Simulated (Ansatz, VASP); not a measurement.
Ga: VASP beside Ansatz

```
Ga
1.0
     1.43040   -4.01006    0.00000
     1.43040    4.01006    0.00000
     0.00000    0.00000    3.12716
Ga
2
Direct
  0.13300 0.86700 0.75000
  0.86700 0.13300 0.25000
```

Alike in both runs: task single point; functional PBEsol; k mesh 10 × 10 × 8; occupations fermi-dirac, width 0.05 eV; no spin polarisation.

|  | VASP | Ansatz |
| --- | --- | --- |
| version | VASP 6.6.1 | Ansatz 0.2.0 |
| potentials or method | VASP PAW PBE potentials, release 64 (Ga_d) | Ansatz PAW |
| plane-wave cutoff (eV) | 520 | 420 |
| valence electrons in the cell | 26 | 26 |

VASP gave:

| Item | Value |
| --- | --- |
| gap on the k mesh at the Fermi level (eV) | none |
| pressure (GPa) | 0.1 |
| traceless stress, the component that is largest in VASP (GPa) | -2.17 |
| rms of the force components (eV/Å) | 0.130 |

**Question.** Which values does Ansatz return?

**Answer.** gap on the k mesh at the Fermi level (eV): none; pressure (GPa): 0.2; traceless stress, the component that is largest in VASP (GPa): -2.17; rms of the force components (eV/Å): 0.131.

VASP's potentials were made for PBE, not for PBEsol. Atom by atom the forces differ by 0.001 eV/Å (rms over components). A gap of «none» marks a metal or a gap that the smearing closes.
